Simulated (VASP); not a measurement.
# CuI (F-43m) in VASP: further runs

Aim: see how the results for CuI move with the level of theory and the settings. Levels: PBE, RPBE+D3(BJ). Tasks: single point.

Program: VASP 6.6.1. These are calculated values, not measurements. Logs are shortened: lines on timing, memory, paths and dates and some standing lists are left out, and cuts for length are marked.

### 1 The cell of the first run

It takes space group F-43m (No. 216, cubic). The conventional cell has a = 5.996 Å, b = 5.996 Å, c = 5.996 Å, α = 90.00°, β = 90.00°, γ = 90.00°. Cu (site symmetry -43m) has 4 I at 2.60 Å within 3.4 Å. I (site symmetry -43m) has 4 Cu at 2.60 Å within 3.4 Å.

### 2 Single point, PBE

Contents of INCAR:

```
PREC = Accurate
ENCUT = 520
EDIFF = 1E-6
ISMEAR = 0
SIGMA = 0.0429
LREAL = F
LASPH = T
NELM = 80
ALGO = Normal
ISIF = 2
LWAVE = F
LCHARG = F
GGA = PE
NBANDS = 16
```

Contents of KPOINTS:

```
regular mesh
0
Gamma
  5 5 5
```

Contents of POSCAR:

```
CuI
1.0
    0.0000000000      2.9981682500      2.9981682500
    2.9981682500      0.0000000000      2.9981682500
    2.9981682500      2.9981682500      0.0000000000
Cu I
1 1
Direct
    0.0000000000      0.0000000000      0.0000000000
    0.2500000000      0.2500000000      0.2500000000
```

Potentials or basis: VASP PAW PBE potentials, release 64 (Cu, I).

Command:

```bash
$ cat potpaw_PBE.64/Cu/POTCAR potpaw_PBE.64/I/POTCAR > POTCAR
$ mpirun -np 1 vasp_std > vasp.out
```

OUTCAR:

```text
PREC = Accurate
   ENCUT = 520
   EDIFF = 1E-6
   ISMEAR = 0
   LREAL = F
   LASPH = T
   NELM = 80
   ISIF = 2
   GGA = PE

 ion  position               nearest neighbor table
   1  0.000  0.000  0.000-   2 2.60   2 2.60   2 2.60   2 2.60
   2  0.250  0.250  0.250-   1 2.60   1 2.60   1 2.60   1 2.60

  LATTYP: Found a face centered cubic cell.
 ALAT       =     5.9963365000

  Lattice vectors:

 A1 = (   0.0000000000,   2.9981682500,   2.9981682500)
 A2 = (   2.9981682500,   0.0000000000,   2.9981682500)
 A3 = (   2.9981682500,   2.9981682500,   0.0000000000)

Analysis of symmetry for initial positions (statically):
=====================================================================
 Subroutine PRICEL returns:
 Original cell was already a primitive cell.

 Routine SETGRP: Setting up the symmetry group for a
 face centered cubic supercell.

 Subroutine GETGRP returns: Found 24 space group operations
 (whereof 24 operations were pure point group operations)
 out of a pool of 48 trial point group operations.

The static configuration has the point symmetry T_d .

Analysis of symmetry for dynamics (positions and initial velocities):
=====================================================================
 Subroutine PRICEL returns:
 Original cell was already a primitive cell.

 Routine SETGRP: Setting up the symmetry group for a
 face centered cubic supercell.

 Subroutine GETGRP returns: Found 24 space group operations
 (whereof 24 operations were pure point group operations)
 out of a pool of 48 trial point group operations.

The dynamic configuration has the point symmetry T_d .

 Subroutine INISYM returns: Found 24 space group operations
 (whereof 24 operations are pure point group operations),
 and found     1 'primitive' translations

----------------------------------------------------------------------------------------

                                     Primitive cell

  volume of cell :      53.9011

  direct lattice vectors                    reciprocal lattice vectors
     0.000000000  2.998168250  2.998168250    -0.166768493  0.166768493  0.166768493
     2.998168250  0.000000000  2.998168250     0.166768493 -0.166768493  0.166768493
     2.998168250  2.998168250  0.000000000     0.166768493  0.166768493 -0.166768493

  length of vectors
     4.240050201  4.240050201  4.240050201     0.288851503  0.288851503  0.288851503

  position of ions in fractional coordinates (direct lattice)
     0.000000000  0.000000000  0.000000000
     0.250000000  0.250000000  0.250000000

  ion indices of the primitive-cell ions
   primitive index   ion index
                 1           1
                 2           2

----------------------------------------------------------------------------------------

 KPOINTS: regular mesh

Automatic generation of k-mesh.
 Grid dimensions read from file:
 generate k-points for:    5    5    5

 Generating k-lattice:

  Cartesian coordinates                     Fractional coordinates (reciprocal lattice)
    -0.033353699  0.033353699  0.033353699     0.200000000  0.000000000  0.000000000
     0.033353699 -0.033353699  0.033353699     0.000000000  0.200000000  0.000000000
     0.033353699  0.033353699 -0.033353699     0.000000000  0.000000000  0.200000000

  Length of vectors
     0.057770301  0.057770301  0.057770301

  Shift w.r.t. Gamma in fractional coordinates (k-lattice)
     0.000000000  0.000000000  0.000000000

 Subroutine IBZKPT returns following result:
 ===========================================

 Found     10 irreducible k-points:

 Following reciprocal coordinates:
            Coordinates               Weight
  0.000000  0.000000  0.000000      1.000000
  0.200000  0.000000  0.000000      8.000000
  0.400000  0.000000  0.000000      8.000000
  0.200000  0.200000  0.000000      6.000000
  0.400000  0.200000  0.000000     24.000000
 -0.400000  0.200000  0.000000     24.000000
 -0.200000  0.200000  0.000000     12.000000
  0.400000  0.400000  0.000000      6.000000
 -0.400000  0.400000  0.000000     12.000000
 -0.400000  0.400000  0.200000     24.000000
   k-points           NKPTS =     10   k-points in BZ     NKDIM =     10   number of bands    NBANDS=     16
   number of dos      NEDOS =    301   number of ions     NIONS =      2
   total plane-waves  NPLWV =  32768
   dimension x,y,z NGX =    32 NGY =   32 NGZ =   32
   dimension x,y,z NGXF=    64 NGYF=   64 NGZF=   64
   ions per type =               1   1
   NGX,Y,Z   is equivalent  to a cutoff of  12.55, 12.55, 12.55 a.u.
   NGXF,Y,Z  is equivalent  to a cutoff of  25.09, 25.09, 25.09 a.u.
 SYSTEM =  unknown system
   PREC   = accura    normal or accurate (medium, high low for compatibility)
   ISTART =      0    job   : 0-new  1-cont  2-samecut
   ICHARG =      2    charge: 1-file 2-atom 10-const
   ISPIN  =      1    spin polarized calculation?
   LNONCOLLINEAR =      F non collinear calculations
   LSORBIT =      F    spin-orbit coupling
   LASPH  =      T    aspherical Exc in radial PAW
   ENCUT  =  520.0 eV  38.22 Ry    6.18 a.u.   7.88  7.88  7.88*2*pi/ulx,y,z
   NELM   =     80;   NELMIN=  2; NELMDL= -5     # of ELM steps
   EDIFF  = 0.1E-05   stopping-criterion for ELM
   LREAL  =      F    real-space projection
   EDIFFG = 0.1E-04   stopping-criterion for IOM
   NSW    =      0    number of steps for IOM
   IBRION =     -1    ionic relax: 0-MD 1-quasi-New 2-CG
   NFREE  =      0    steps in history (QN), initial steepest desc. (CG)
   ISIF   =      2    stress and relaxation
   ISYM   =      2    0-nonsym 1-usesym 2-fastsym
   POTIM  = 0.5000    time-step for ionic-motion
   TEBEG  =    0.0;   TEEND  =   0.0 temperature during run
   PSTRESS=    0.0 pullay stress
   NELECT =      18.0000    total number of electrons
   NUPDOWN=      -1.0000    fix difference up-down
   EMIN   =  10.00;   EMAX   =-10.00  energy-range for DOS
   EFERMI =   0.00;   METHOD = LEGACY
   ISMEAR =     0;   SIGMA  =   0.04  broadening in eV -4-tet -1-fermi 0-gaus
   EFERMI_NEDOS =   21; number of points for ismear=-14 and -15
   IALGO  =     38    algorithm
   IMIX   =      4    mixing-type and parameters
     AMIX     =   0.40;   BMIX     =  1.00
     AMIX_MAG =   1.60;   BMIX_MAG =  1.00
  volume/ion in A,a.u.               =      26.95       181.87
[... 50 lines left out ...]
     16      14.4348      0.00000

 k-point     2 :       0.2000    0.0000    0.0000
  band No.  band energies     occupation
      1      -9.1977      2.00000
      2       0.3076      2.00000
      3       1.0234      2.00000
      4       1.0234      2.00000
      5       2.7957      2.00000
      6       2.7957      2.00000
      7       3.6783      2.00000
      8       4.5154      2.00000
      9       4.5154      2.00000
     10       7.0706      0.00000
     11       9.8847      0.00000
     12      10.0945      0.00000
     13      10.0945      0.00000
     14      13.4901      0.00000
     15      13.4901      0.00000
     16      13.9294      0.00000

 k-point     3 :       0.4000    0.0000    0.0000
  band No.  band energies     occupation
      1      -8.8509      2.00000
      2      -0.8028      2.00000
      3       1.0379      2.00000
      4       1.0379      2.00000
      5       2.8231      2.00000
      6       2.8231      2.00000
      7       2.9692      2.00000
      8       4.1064      2.00000
      9       4.1064      2.00000
     10       7.0249      0.00000
     11      10.2183      0.00000
     12      10.2183      0.00000
     13      11.9834      0.00000
     14      13.5808      0.00000
     15      14.7826      0.00000
     16      14.7826      0.00000

 k-point     4 :       0.2000    0.2000    0.0000
  band No.  band energies     occupation
      1      -9.1342      2.00000
      2       0.2523      2.00000
      3       0.9739      2.00000
      4       0.9739      2.00000
      5       2.7305      2.00000
      6       2.8382      2.00000
      7       3.8433      2.00000
      8       4.0979      2.00000
      9       4.0979      2.00000
     10       7.8708      0.00000
     11       8.4032      0.00000
     12      10.9964      0.00000
     13      10.9964      0.00000
     14      11.8817      0.00000
     15      14.8308      0.00000
     16      15.5562      0.00000

 k-point     5 :       0.4000    0.2000    0.0000
  band No.  band energies     occupation
      1      -8.8332      2.00000
      2      -0.4943      2.00000
      3       0.7902      2.00000
      4       0.9760      2.00000
      5       2.7336      2.00000
      6       2.8570      2.00000
      7       3.0944      2.00000
      8       3.7183      2.00000
      9       3.7217      2.00000
     10       7.9976      0.00000
     11       9.1916      0.00000
     12      10.7393      0.00000
     13      11.5128      0.00000
     14      13.9280      0.00000
     15      15.6387      0.00000
     16      15.7875      0.00000

 k-point     6 :      -0.4000    0.2000    0.0000
  band No.  band energies     occupation
      1      -8.7044      2.00000
      2      -0.7251      2.00000
      3       0.4883      2.00000
      4       1.0291      2.00000
      5       2.7481      2.00000
      6       2.8080      2.00000
      7       2.9612      2.00000
      8       3.4187      2.00000
      9       3.8320      2.00000
     10       8.0626      0.00000
     11       9.7259      0.00000
     12      11.0819      0.00000
     13      12.0187      0.00000
     14      13.9671      0.00000
     15      14.4481      0.00000
     16      15.8332      0.00000

 k-point     7 :      -0.2000    0.2000    0.0000
  band No.  band energies     occupation
      1      -8.9497      2.00000
      2      -0.2188      2.00000
      3       0.7007      2.00000
      4       1.0635      2.00000
      5       2.7561      2.00000
      6       2.8341      2.00000
      7       3.2985      2.00000
      8       3.5593      2.00000
      9       4.3224      2.00000
     10       8.1002      0.00000
     11       9.9235      0.00000
     12      10.3130      0.00000
     13      10.5205      0.00000
     14      12.7405      0.00000
     15      15.0915      0.00000
     16      15.9740      0.00000

 k-point     8 :       0.4000    0.4000    0.0000
  band No.  band energies     occupation
      1      -8.6689      2.00000
      2      -0.8004      2.00000
      3       0.9247      2.00000
      4       0.9247      2.00000
      5       2.6920      2.00000
      6       2.8893      2.00000
      7       3.0853      2.00000
      8       3.2977      2.00000
      9       3.2977      2.00000
     10       7.5002      0.00000
     11       7.8849      0.00000
     12      13.4085      0.00000
     13      13.7429      0.00000
     14      13.7429      0.00000
     15      15.8521      0.00000
     16      18.1254      0.00000

 k-point     9 :      -0.4000    0.4000    0.0000
  band No.  band energies     occupation
      1      -8.5857      2.00000
      2      -0.7499      2.00000
      3       0.4111      2.00000
      4       0.9566      2.00000
      5       2.6884      2.00000
      6       2.8503      2.00000
      7       2.9088      2.00000
      8       3.1867      2.00000
      9       3.3632      2.00000
     10       7.7567      0.00000
     11       8.9287      0.00000
     12      12.7370      0.00000
     13      13.1598      0.00000
     14      13.7936      0.00000
     15      15.2977      0.00000
     16      17.9166      0.00000

 k-point    10 :      -0.4000    0.4000    0.2000
  band No.  band energies     occupation
      1      -8.6331      2.00000
      2      -0.5549      2.00000
      3       0.2747      2.00000
      4       0.9066      2.00000
      5       2.7495      2.00000
      6       2.7651      2.00000
      7       2.9946      2.00000
      8       3.1212      2.00000
      9       3.5391      2.00000
     10       9.0138      0.00000
     11       9.2492      0.00000
     12      10.3198      0.00000
     13      12.7908      0.00000
     14      13.8532      0.00000
     15      15.5356      0.00000
     16      17.8332      0.00000

------------------------ aborting loop because EDIFF is reached ----------------------------------------

  FORCE on cell =-STRESS in cart. coord.  units (eV):
  Direction    XX          YY          ZZ          XY          YZ          ZX
  --------------------------------------------------------------------------------------
  -------------------------------------------------------------------------------------
  Total        0.6383816      0.6383816      0.6383816      0.0000000     -0.0000000      0.0000000
  in kB       18.9754862     18.9754862     18.9754862      0.0000000     -0.0000000      0.0000000
  external PRESSURE =      18.9754862 kB  Pullay stress =       0.0000000 kB

 VOLUME and BASIS-vectors are now :
 -----------------------------------------------------------------------------
  energy-cutoff  :      520.00
  volume of cell :       53.90
      direct lattice vectors                 reciprocal lattice vectors
     0.000000000  2.998168250  2.998168250    -0.166768493  0.166768493  0.166768493
     2.998168250  0.000000000  2.998168250     0.166768493 -0.166768493  0.166768493
     2.998168250  2.998168250  0.000000000     0.166768493  0.166768493 -0.166768493

 POSITION                                       TOTAL-FORCE (eV/Angst)
 -----------------------------------------------------------------------------------
      0.00000      0.00000      0.00000        -0.000000     -0.000000     -0.000000
      1.49908      1.49908      1.49908         0.000000      0.000000      0.000000
 -----------------------------------------------------------------------------------
    total drift:                               -0.000001     -0.000001     -0.000001

  FREE ENERGIE OF THE ION-ELECTRON SYSTEM (eV)
  ---------------------------------------------------
  free  energy   TOTEN  =        -5.5403734920 eV

  energy  without entropy=       -5.5403734920  energy(sigma->0) =       -5.54037349
```

Run time: 10 s. Hardware: 1 thread of Intel Xeon Platinum 8259CL at 2.50GHz (Skylake/Cascade Lake), shared host; peak memory 0.17 GiB.

What came out:

| Quantity | Value |
| --- | --- |
| Free energy | -5.5404 eV |
| Pressure | 1.9 GPa |
| Band gap on the k mesh | 1.23 eV, direct |

Levels at points of the mesh, in eV from the valence-band top:
```
           k point  band 6  band 7  band 8  band 9  band 10  band 11  band 12  band 13
(0.00, 0.00, 0.00)   -1.99    0.00    0.00    0.00     1.23     4.83     4.83     4.83
```

Caveat: spin-orbit coupling is left out, which moves the levels of the heavy elements. Expect the measured gap to be larger: semilocal functionals such as PBE lack the derivative discontinuity.

### 3 Single point, PBE

Contents of INCAR:

```
ALGO     = Normal         # electronic algorithm
EDIFF    = 1E-6           # SCF threshold, eV
ENCUT    = 520            # plane-wave cutoff, eV
GGA      = PE             # functional
ISIF     = 2              # what is computed and relaxed
ISMEAR   = 1              # smearing method
LASPH    = T              # aspherical terms in the spheres
LCHARG   = F              # write CHGCAR
LREAL    = F              # projectors in reciprocal space
LWAVE    = F              # write WAVECAR
NBANDS   = 16             # bands
NELM     = 60             # most SCF steps
PREC     = Accurate       # precision mode
SIGMA    = 0.15           # smearing width, eV
```

Contents of KPOINTS:

```
k-points
0
Gamma
  5 5 5
```

POSCAR is that of step 2.

Potentials or basis: VASP PAW PBE potentials, release 64 (Cu, I).

Command:

```bash
$ cat potpaw_PBE.64/Cu/POTCAR potpaw_PBE.64/I/POTCAR > POTCAR
$ mpirun -np 1 vasp_std > vasp.out
```

It took 9.3 s on 1 thread of Intel Xeon Platinum 8259CL at 2.50GHz (Skylake/Cascade Lake), shared host; peak memory 0.17 GiB.

It converged, with:

* Free energy: -5.5402 eV
* Pressure: 1.9 GPa
* Band gap on the k mesh: 1.23 eV, direct

Levels at points of the mesh, in eV from the valence-band top:
| k point | band 7 | band 8 | band 9 | band 10 | band 11 | band 12 |
| --- | --- | --- | --- | --- | --- | --- |
| (0.00, 0.00, 0.00) | 0.00 | 0.00 | 0.00 | 1.23 | 4.83 | 4.83 |

Caveat: spin-orbit coupling is left out, which moves the levels of the heavy elements. A hybrid or GW would open this gap; PBE tends to underestimate it.

### 4 Single point, RPBE+D3(BJ)

Contents of INCAR:

```
SYSTEM = CuI
ALGO     = Normal         ! electronic algorithm
EDIFF    = 1E-7           ! SCF threshold, eV
ENCUT    = 520            ! plane-wave cutoff, eV
GGA      = RP             ! functional
ISIF     = 2              ! what is computed and relaxed
ISMEAR   = 0              ! smearing method
IVDW     = 12             ! dispersion correction
LASPH    = .True.         ! aspherical terms in the spheres
LCHARG   = .False.        ! write CHGCAR
LREAL    = .False.        ! projectors in reciprocal space
LWAVE    = .False.        ! write WAVECAR
NBANDS   = 16             ! bands
NELM     = 100            ! most SCF steps
PREC     = Accurate       ! precision mode
SIGMA    = 0.0429         ! smearing width, eV
```

Contents of KPOINTS:

```
k-points
0
Gamma
  5 5 5
  0 0 0
```

POSCAR is that of step 3.

Command:

```bash
$ cat potpaw_PBE.64/Cu/POTCAR potpaw_PBE.64/I/POTCAR > POTCAR
$ mpirun -np 1 vasp_std > vasp.out
```

Run time: 9.9 s. Hardware: 1 thread of Intel Xeon Platinum 8259CL at 2.50GHz (Skylake/Cascade Lake), shared host; peak memory 0.18 GiB.

It converged, with:

| Property | Result |
| --- | --- |
| Free energy | -7.6822 eV |
| Pressure | -5.9 GPa |
| Band gap on the k mesh | 1.37 eV, direct |
| Dispersion energy per atom | -1.445 eV |

Levels at points of the mesh, in eV from the valence-band top:
```
           k point  band 6  band 7  band 8  band 9  band 10  band 11  band 12  band 13
(0.00, 0.00, 0.00)   -1.96    0.00    0.00    0.00     1.37     4.85     4.85     4.85
```

Caveat: the PAW data sets were made with another functional, which shifts forces and pressure a little; spin-orbit coupling is left out, which moves the levels of the heavy elements. As with any semilocal functional, this RPBE gap is likely too small.

### 5 Single point, PBE

Contents of INCAR:

```
PREC     = Accurate       # precision mode
ENCUT    = 520            # plane-wave cutoff, eV
EDIFF    = 1E-7           # SCF threshold, eV
ISMEAR   = 0              # smearing method
SIGMA    = 0.0429         # smearing width, eV
LREAL    = False          # projectors in reciprocal space
LASPH    = True           # aspherical terms in the spheres
NELM     = 80             # most SCF steps
ALGO     = Normal         # electronic algorithm
ISIF     = 2              # what is computed and relaxed
LWAVE    = False          # write WAVECAR
LCHARG   = False          # write CHGCAR
GGA      = PE             # functional
ISYM     = 0            
NBANDS   = 16             # bands
```

Contents of KPOINTS:

```
regular mesh
0
Gamma
  5 5 5
```

POSCAR is that of step 4.

Command:

```bash
$ cat potpaw_PBE.64/Cu/POTCAR potpaw_PBE.64/I/POTCAR > POTCAR
$ mpirun -np 1 vasp_std > vasp.out
```

It took 44 s on 1 thread of Intel Xeon Platinum 8259CL at 2.50GHz (Skylake/Cascade Lake), shared host; peak memory 0.21 GiB.

It converged, with:

```yaml
Free_energy: -5.5404 eV
Pressure: 1.9 GPa
Band_gap_on_the_k_mesh: 1.23 eV, direct
```

Levels at points of the mesh, in eV from the valence-band top:
```csv
k point,band 6,band 7,band 8,band 9,band 10,band 11,band 12,band 13
"(0.00, 0.00, 0.00)",-1.99,0.00,0.00,0.00,1.23,4.83,4.83,4.83
```

Caveat: spin-orbit coupling is left out, which moves the levels of the heavy elements. PBE gaps usually lie below the measured ones, often by a third to a half.

### 6 Overview

```tsv
level	smearing	gap on the mesh (eV)	pressure (GPa)
PBE	gaussian 0.0429 eV	1.23	1.9
PBE	methfessel-paxton 0.15 eV	1.23	1.9
RPBE+D3(BJ)	gaussian 0.0429 eV	1.37	-5.9
```

Alike in all rows: task single point; potentials or basis VASP PAW PBE potentials, release 64 (Cu, I); no spin polarisation; cell as given; k mesh 5 × 5 × 5; cutoff (eV) 520.

On the cell as given the gap runs from 1.23 eV (PBE) to 1.37 eV (RPBE+D3(BJ)). The pressure there spans -5.9 GPa (RPBE+D3(BJ)) to 1.9 GPa (PBE); a positive pressure means that this level wants a larger cell, a negative one a smaller.

Caveats: spin-orbit coupling is left out, which moves the levels of the heavy elements; the PAW data sets were made with another functional, which shifts forces and pressure a little (some runs).

Absolute energies hang on the potentials; compare differences alone.
